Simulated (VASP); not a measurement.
Input of a VASP 6.6.1 run:

The input INCAR:

```
SYSTEM = Au
PREC     = Accurate       ! precision mode
ENCUT    = 520            ! plane-wave cutoff, eV
EDIFF    = 1E-6           ! SCF threshold, eV
ISMEAR   = 0              ! smearing method
SIGMA    = 0.15           ! smearing width, eV
LREAL    = .FALSE.        ! projectors in reciprocal space
LASPH    = .TRUE.         ! aspherical terms in the spheres
NELM     = 60             ! most SCF steps
ALGO     = Normal         ! electronic algorithm
ISIF     = 2              ! what is computed and relaxed
LWAVE    = .FALSE.        ! write WAVECAR
LCHARG   = .TRUE.         ! write CHGCAR
GGA      = PE             ! functional
LELF     = .TRUE.         ! ELF
LVHAR    = .TRUE.       
NBANDS   = 12             ! bands
```

The input KPOINTS:

```
regular mesh
0
G
  20 20 20
  0 0 0
```

File POSCAR:

```
Au
1.0
    0.0000000000      1.9841350000      2.0761825000
    1.9841350000      0.0000000000      2.0761825000
    1.9841350000      1.9841350000      0.0000000000
Au
1
Direct
    0.0000000000      0.0000000000      0.0000000000
```

Potentials or basis: VASP PAW PBE potentials, release 64 (Au).

Launch:

```console
$ cat potpaw_PBE.64/Au/POTCAR > POTCAR
$ mpirun -np 1 vasp_std > vasp.out
```

Problem. Predict the pressure.

Solution. 17.2 GPa.

Problem. Estimate the band gap on the k mesh.

Solution. Zero (an odd number of electrons rules out a gap without spin polarisation).

Stress tensor (GPa, compression positive):
```
17.94  0.00  0.00
 0.00 17.94  0.00
 0.00  0.00 15.86
```

Caveat: the cell differs from its parent crystal (strain -0.030 along x and y, +0.015 along z); the cell stands under pressure; spin-orbit coupling is left out, which moves the levels of the heavy elements.
